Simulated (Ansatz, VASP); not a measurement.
## Os in VASP and in Ansatz

```
CELL_PARAMETERS angstrom
2.75279 0.00000 0.00000
-1.37640 2.38399 0.00000
0.00000 0.00000 4.35086
ATOMIC_POSITIONS crystal
Os 0.33333 0.66667 0.25000
Os 0.66667 0.33333 0.75000
```

Alike in both runs: task relaxation of cell and atoms; functional PBE; dispersion D3(BJ); k mesh 18 × 18 × 10; occupations gaussian, width 0.1 eV; no spin polarisation.

|  | VASP | Ansatz |
| --- | --- | --- |
| version | VASP 6.6.1 | Ansatz 0.2.0 |
| potentials or method | VASP PAW PBE potentials, release 64 (Os), cutoff 600 eV | scalar-relativistic, plane waves, PAW |
| valence electrons in the cell | 16 | 32 |

Ansatz gave:

```
gap on the k mesh at the Fermi level, each at its own relaxed structure (eV) : none
relaxed volume (Å³/atom)                                                     : 14.01
relaxed cell length with the largest relative difference (Å)                 : 2.735
```

Question: Which values does VASP return?

Answer: gap on the k mesh at the Fermi level, each at its own relaxed structure (eV): none; relaxed volume (Å³/atom): 14.02; relaxed cell length with the largest relative difference (Å): 2.736.

A gap of «none» marks a metal or a gap that the smearing closes. VASP's potentials hold 16 valence electrons a cell and Ansatz's 32, so a difference there can come from the potentials and not from the codes.

Neither program's run includes spin-orbit coupling.
